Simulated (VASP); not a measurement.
# Hf (Fm-3m) in VASP: notebook

The runs below take Hf through relaxation of cell and atoms, with PBEsol.

All numbers are computed with VASP 6.6.1; they aren't measurements. Logs are shortened: lines on timing, memory, paths and dates and some standing lists are left out, and cuts for length are marked.

## (1) The cell of the first run

The structure is cubic, space group Fm-3m (No. 225). The conventional cell has a = 4.440 Å, b = 4.440 Å, c = 4.440 Å, α = 90.00°, β = 90.00°, γ = 90.00°. Hf (site symmetry m-3m) has 12 Hf at 3.14 Å within 4.1 Å.

This isn't the form of Hf at room conditions, which is hcp.

## (2) Relaxation of cell and atoms, PBEsol, target pressure 40 GPa, at which the enthalpy is minimised

INCAR

```
SYSTEM = Hf
PREC = Accurate ; ENCUT = 500
EDIFF = 1E-7 ; ISMEAR = 1
SIGMA = 0.05 ; LREAL = .FALSE.
LASPH = .TRUE. ; NELM = 120
ALGO = Normal ; ISIF = 3
LWAVE = .FALSE. ; LCHARG = .FALSE.
GGA = PS ; IBRION = 2
NSW = 80 ; EDIFFG = -0.02
PSTRESS = 400.0 ; GGA_COMPAT = .FALSE.
NELMIN = 4
```

KPOINTS

```
regular mesh
0
G
  7 7 7
  0 0 0
```

POSCAR

```
Hf
1.0
    0.0000000000      2.2200000000      2.2200000000
    2.2200000000      0.0000000000      2.2200000000
    2.2200000000      2.2200000000      0.0000000000
Hf
1
Direct
    0.0000000000      0.0000000000      0.0000000000
```

Potentials or basis: VASP PAW PBE potentials, release 64 (Hf_pv).

On the command line:

```
cat potpaw_PBE.64/Hf_pv/POTCAR > POTCAR
mpirun -np 1 vasp_std > vasp.out
```

OUTCAR:

```text
SYSTEM = Hf
   PREC = Accurate
   ENCUT = 500
   EDIFF = 1E-7
   ISMEAR = 1
   LREAL = .FALSE.
   LASPH = .TRUE.
   NELM = 120
   ISIF = 3
   GGA = PS
   IBRION = 2
   NSW = 80
   EDIFFG = -0.02
   PSTRESS = 400.0
   NELMIN = 4

 ion  position               nearest neighbor table
   1  0.000  0.000  0.000-

  LATTYP: Found a face centered cubic cell.
 ALAT       =     4.4400000000

  Lattice vectors:

 A1 = (   0.0000000000,   2.2200000000,   2.2200000000)
 A2 = (   2.2200000000,   0.0000000000,   2.2200000000)
 A3 = (   2.2200000000,   2.2200000000,   0.0000000000)

Analysis of symmetry for initial positions (statically):
=====================================================================
 Subroutine PRICEL returns:
 Original cell was already a primitive cell.

 Routine SETGRP: Setting up the symmetry group for a
 face centered cubic supercell.

 Subroutine GETGRP returns: Found 48 space group operations
 (whereof 48 operations were pure point group operations)
 out of a pool of 48 trial point group operations.

The static configuration has the point symmetry O_h .

Analysis of symmetry for dynamics (positions and initial velocities):
=====================================================================
 Subroutine PRICEL returns:
 Original cell was already a primitive cell.

 Routine SETGRP: Setting up the symmetry group for a
 face centered cubic supercell.

 Subroutine GETGRP returns: Found 48 space group operations
 (whereof 48 operations were pure point group operations)
 out of a pool of 48 trial point group operations.

The dynamic configuration has the point symmetry O_h .

 Subroutine INISYM returns: Found 48 space group operations
 (whereof 48 operations are pure point group operations),
 and found     1 'primitive' translations

----------------------------------------------------------------------------------------

                                     Primitive cell

  volume of cell :      21.8821

  direct lattice vectors                    reciprocal lattice vectors
     0.000000000  2.220000000  2.220000000    -0.225225225  0.225225225  0.225225225
     2.220000000  0.000000000  2.220000000     0.225225225 -0.225225225  0.225225225
     2.220000000  2.220000000  0.000000000     0.225225225  0.225225225 -0.225225225

  length of vectors
     3.139554108  3.139554108  3.139554108     0.390101533  0.390101533  0.390101533

  position of ions in fractional coordinates (direct lattice)
     0.000000000  0.000000000  0.000000000

  ion indices of the primitive-cell ions
   primitive index   ion index
                 1           1

----------------------------------------------------------------------------------------

 KPOINTS: regular mesh

Automatic generation of k-mesh.
 Grid dimensions read from file:
 generate k-points for:    7    7    7

 Generating k-lattice:

  Cartesian coordinates                     Fractional coordinates (reciprocal lattice)
    -0.032175032  0.032175032  0.032175032     0.142857143  0.000000000  0.000000000
     0.032175032 -0.032175032  0.032175032     0.000000000  0.142857143  0.000000000
     0.032175032  0.032175032 -0.032175032     0.000000000  0.000000000  0.142857143

  Length of vectors
     0.055728790  0.055728790  0.055728790

  Shift w.r.t. Gamma in fractional coordinates (k-lattice)
     0.000000000  0.000000000  0.000000000

 Subroutine IBZKPT returns following result:
 ===========================================

 Found     20 irreducible k-points:

 Following reciprocal coordinates:
            Coordinates               Weight
  0.000000  0.000000  0.000000      1.000000
  0.142857  0.000000  0.000000      8.000000
  0.285714  0.000000  0.000000      8.000000
  0.428571  0.000000  0.000000      8.000000
  0.142857  0.142857  0.000000      6.000000
  0.285714  0.142857  0.000000     24.000000
[... 12 lines left out ...]
 -0.428571  0.428571  0.142857     24.000000
 -0.285714  0.428571  0.142857     24.000000
   k-points           NKPTS =     20   k-points in BZ     NKDIM =     20   number of bands    NBANDS=      9
   number of dos      NEDOS =    301   number of ions     NIONS =      1
   total plane-waves  NPLWV =  13824
   dimension x,y,z NGX =    24 NGY =   24 NGZ =   24
   dimension x,y,z NGXF=    48 NGYF=   48 NGZF=   48
   ions per type =               1
   NGX,Y,Z   is equivalent  to a cutoff of  12.71, 12.71, 12.71 a.u.
   NGXF,Y,Z  is equivalent  to a cutoff of  25.42, 25.42, 25.42 a.u.
 SYSTEM =  Hf
   PREC   = accura    normal or accurate (medium, high low for compatibility)
   ISTART =      0    job   : 0-new  1-cont  2-samecut
   ICHARG =      2    charge: 1-file 2-atom 10-const
   ISPIN  =      1    spin polarized calculation?
   LNONCOLLINEAR =      F non collinear calculations
   LSORBIT =      F    spin-orbit coupling
   LASPH  =      T    aspherical Exc in radial PAW
   ENCUT  =  500.0 eV  36.75 Ry    6.06 a.u.   5.72  5.72  5.72*2*pi/ulx,y,z
   NELM   =    120;   NELMIN=  4; NELMDL= -5     # of ELM steps
   EDIFF  = 0.1E-06   stopping-criterion for ELM
   LREAL  =      F    real-space projection
   EDIFFG = -.2E-01   stopping-criterion for IOM
   NSW    =     80    number of steps for IOM
   IBRION =      2    ionic relax: 0-MD 1-quasi-New 2-CG
   NFREE  =      1    steps in history (QN), initial steepest desc. (CG)
   ISIF   =      3    stress and relaxation
   ISYM   =      2    0-nonsym 1-usesym 2-fastsym
   POTIM  = 0.5000    time-step for ionic-motion
   TEBEG  =    0.0;   TEEND  =   0.0 temperature during run
   PSTRESS=  400.0 pullay stress
   NELECT =      10.0000    total number of electrons
   NUPDOWN=      -1.0000    fix difference up-down
   EMIN   =  10.00;   EMAX   =-10.00  energy-range for DOS
   EFERMI =   0.00;   METHOD = LEGACY
   ISMEAR =     1;   SIGMA  =   0.05  broadening in eV -4-tet -1-fermi 0-gaus
   EFERMI_NEDOS =   21; number of points for ismear=-14 and -15
   IALGO  =     38    algorithm
   IMIX   =      4    mixing-type and parameters
     AMIX     =   0.40;   BMIX     =  1.00
     AMIX_MAG =   1.60;   BMIX_MAG =  1.00
  volume/ion in A,a.u.               =      21.88       147.67
  Fermi-wavevector in a.u.,A,eV,Ry     =   1.260991  2.382927 21.634588  1.590097
  Thomas-Fermi vector in A             =   2.394472
   LORBIT       =      0    0 simple, 1 ext, 2 COOP (PROOUT), +10 PAW based schemes
   GGA     = PS    functional components
   LHFCALC =     F    Hartree Fock is set to
   AEXX    =    0.0000 exact exchange contribution
   IVDW    =     0    specifies the selected vdW correction
   LEPSILON=     F    determine dielectric tensor
   LRPA    =     F    only Hartree local field effects (RPA)
 conjugate gradient relaxation of ions
 non-spin polarized calculation
 Methfessel and Paxton  Order N= 1 SIGMA  =   0.05
  energy-cutoff  :      500.00
  volume of cell :       21.88
 maximum number of plane-waves:       567
   NGX = 11   NGY = 11   NGZ = 11

--------------------------------------- Ionic step        1  -------------------------------------------

 number of electron      10.0000000 magnetization

 Free energy of the ion-electron system (eV)
  ---------------------------------------------------
  ext. energy  EPLUGINS =         0.00000000
  ---------------------------------------------------
  free energy    TOTEN  =       -10.41791897 eV

  energy without entropy =      -10.41605970  energy(sigma->0) =      -10.41729922

------------------------ aborting loop because EDIFF is reached ----------------------------------------

  FORCE on cell =-STRESS in cart. coord.  units (eV):
  Direction    XX          YY          ZZ          XY          YZ          ZX
  --------------------------------------------------------------------------------------
  -------------------------------------------------------------------------------------
  Total       -0.2294666     -0.2294666     -0.2294666      0.0000000      0.0000000     -0.0000000
  in kB      -16.8012323    -16.8012323    -16.8012323      0.0000000      0.0000000     -0.0000000
  external PRESSURE =    -416.8012323 kB  Pullay stress =     400.0000000 kB
[... 22 lines left out ...]
  enthalpy is  TOTEN    =        -4.9548293169 eV   P V=        5.4630896569

--------------------------------------- Ionic step        2  -------------------------------------------

 number of electron      10.0000000 magnetization

 E-fermi :  14.8554     XC(G=0): -16.7737

 val. band max:       14.4076144748   @ k =   0.0000   0.0000   0.0000
 cond. band min:      14.8603486361   @ k =   0.4286   0.2857   0.1429
 fundamental gap:      0.4527341612
 Fermi energy:        14.8553983104

 k-point     1 :       0.0000    0.0000    0.0000
  band No.  band energies     occupation
      1     -11.8785      2.00000
      2     -11.8785      2.00000
      3     -11.8785      2.00000
      4       7.8529      2.00000
      5      14.4076      2.00000
      6      14.4076      2.00000
      7      14.4076      2.00000
      8      23.1736      0.00000
      9      23.1736      0.00000
[... 445 lines left out ...]
  enthalpy is  TOTEN    =        -5.6995004916 eV   P V=        4.2559518473

--------------------------------------- Ionic step        8  -------------------------------------------

 number of electron       9.9999999 magnetization

 Free energy of the ion-electron system (eV)
  ---------------------------------------------------
  ext. energy  EPLUGINS =         0.00000000
  ---------------------------------------------------
  free energy    TOTEN  =        -9.93523651 eV

  energy without entropy =       -9.93358954  energy(sigma->0) =       -9.93468752

 E-fermi :   6.7296     XC(G=0): -12.7271

 val. band max:        6.7214490621   @ k =   0.1429   0.1429   0.0000
 cond. band min:       6.7394574294   @ k =   0.2857   0.0000   0.0000
 fundamental gap:      0.0180083673
 Fermi energy:         6.7295812613

 k-point     1 :       0.0000    0.0000    0.0000
  band No.  band energies     occupation
      1     -22.2870      2.00000
      2     -22.2870      2.00000
      3     -22.2870      2.00000
      4      -1.3769      2.00000
      5       8.0782      0.00000
      6       8.0782      0.00000
      7       8.0782      0.00000
      8      12.0156      0.00000
      9      12.0156      0.00000
[... 254 lines left out ...]
  FREE ENERGIE OF THE ION-ELECTRON SYSTEM (eV)
  ---------------------------------------------------
  free  energy   TOTEN  =        -9.9352365091 eV

  energy  without entropy=       -9.9335895445  energy(sigma->0) =       -9.93468752

  enthalpy is  TOTEN    =        -5.6997419642 eV   P V=        4.2354945449

 reached required accuracy - stopping structural energy minimisation
```

Wall time 12 s (1 thread of Intel Xeon 6975P-C (Granite Rapids), shared host); peak memory 0.16 GiB.

What came out:

```
Free energy                                                : -9.9352 eV
Relaxed volume                                             : 16.97 Å³/atom
Relaxed cell                                               : a = 2.884 Å, b = 2.884 Å, c = 2.884 Å, α = 60.00°, β = 60.00°, γ = 60.00°
Space group after relaxing (to 0.1 Å)                      : Fm-3m (No. 225)
Energy change on relaxing (the run minimises the enthalpy) : +482.7 meV/atom
Ionic steps                                                : 8
Pressure after relaxing                                    : 40.0 GPa
Band gap on the k mesh                                     : zero (bands 5 and 6 overlap by 1.56 eV)
```

The path:
```csv
step,energy change (eV),largest force (eV/Å),pressure (GPa),volume (Å³)
1,0.0000,0.0000,-1.68,21.88
2,10.7459,0.0000,593.83,8.35
3,0.3275,0.0000,31.33,17.66
4,0.4057,0.0000,36.09,17.29
5,0.4735,0.0000,39.58,17.00
6,0.4958,0.0000,40.60,16.91
7,0.4625,0.0000,39.05,17.05
8,0.4827,0.0000,40.00,16.97
```

Final structure:
```cif
data_structure
_symmetry_space_group_name_H-M 'P 1'
_symmetry_Int_Tables_number 1
_cell_length_a 2.8842
_cell_length_b 2.8842
_cell_length_c 2.8842
_cell_angle_alpha 60.000
_cell_angle_beta 60.000
_cell_angle_gamma 60.000
_cell_volume 16.97
loop_
_atom_site_label
_atom_site_type_symbol
_atom_site_fract_x
_atom_site_fract_y
_atom_site_fract_z
_atom_site_occupancy
Hf1 Hf 0.00000 0.00000 0.00000 1
```

Caveat: the cell is relaxed towards a set pressure, so the run minimises the enthalpy, not the energy; the volume moved by over 15 % at a fixed basis, so the end points are rough; the PAW data sets were made with another functional, which shifts forces and pressure a little; spin-orbit coupling is left out, which moves the levels of the heavy elements.

## (3) Relaxation of cell and atoms, PBEsol, target pressure 60 GPa, at which the enthalpy is minimised

INCAR

```
SYSTEM = Hf
PREC = Accurate ; ENCUT = 500
EDIFF = 1E-7 ; ISMEAR = 1
SIGMA = 0.05 ; LREAL = .False.
LASPH = .True. ; NELM = 120
ALGO = Normal ; ISIF = 3
LWAVE = .False. ; LCHARG = .False.
GGA = PS ; IBRION = 2
NSW = 80 ; EDIFFG = -0.02
PSTRESS = 600.0 ; GGA_COMPAT = .False.
NELMIN = 4
```

KPOINTS

```
regular mesh
0
Gamma
  7 7 7
  0 0 0
```

POSCAR is that of step 2.

Potentials or basis: VASP PAW PBE potentials, release 64 (Hf_pv).

On the command line:

```
cat potpaw_PBE.64/Hf_pv/POTCAR > POTCAR
mpirun -np 1 vasp_std > vasp.out
```

Wall time 14 s (1 thread of Intel Xeon 6975P-C (Granite Rapids), shared host); peak memory 0.17 GiB.

It converged, with:

- Free energy: -9.5248 eV
- Relaxed volume: 15.62 Å³/atom
- Relaxed cell: a = 2.806 Å, b = 2.806 Å, c = 2.806 Å, α = 60.00°, β = 60.00°, γ = 60.00°
- Space group after relaxing (to 0.1 Å): Fm-3m (No. 225)
- Energy change on relaxing (the run minimises the enthalpy): +893.1 meV/atom
- Ionic steps: 9
- Pressure after relaxing: 60.0 GPa
- Band gap on the k mesh: zero (bands 5 and 6 overlap by 1.47 eV)

The path:
```
step  energy change (eV)  largest force (eV/Å)  pressure (GPa)  volume (Å³)
   1              0.0000                0.0000           -1.68        21.88
   2             49.9253                0.0000         4191.89         4.58
   3              0.0351                0.0000            8.75        20.15
   4              0.1323                0.0000           17.64        18.96
   5              1.0202                0.0000           66.07        15.29
   6              0.8808                0.0000           59.33        15.65
   7              0.9226                0.0000           61.58        15.54
   8              0.8143                0.0000           55.80        15.84
   9              0.8931                0.0000           59.99        15.62
```

Final structure:
```cif
data_structure
_symmetry_space_group_name_H-M 'P 1'
_symmetry_Int_Tables_number 1
_cell_length_a 2.8057
_cell_length_b 2.8057
_cell_length_c 2.8057
_cell_angle_alpha 60.000
_cell_angle_beta 60.000
_cell_angle_gamma 60.000
_cell_volume 15.62
loop_
_atom_site_label
_atom_site_type_symbol
_atom_site_fract_x
_atom_site_fract_y
_atom_site_fract_z
_atom_site_occupancy
Hf1 Hf 0.00000 0.00000 0.00000 1
```

Levels at points of the mesh, in eV from the Fermi level:
```tsv
k point	band 2	band 3	band 4	band 5	band 6	band 7	band 8	band 9
(0.00, 0.00, 0.00)	-28.68	-28.68	-8.24	1.35	1.35	1.35	5.70	5.70
```

Caveat: the cell is relaxed towards a set pressure, so the run minimises the enthalpy, not the energy; the volume moved by over 15 % at a fixed basis, so the end points are rough; the PAW data sets were made with another functional, which shifts forces and pressure a little; spin-orbit coupling is left out, which moves the levels of the heavy elements.

The gap in the log of VASP goes by the Fermi energy; the results here count the filled bands.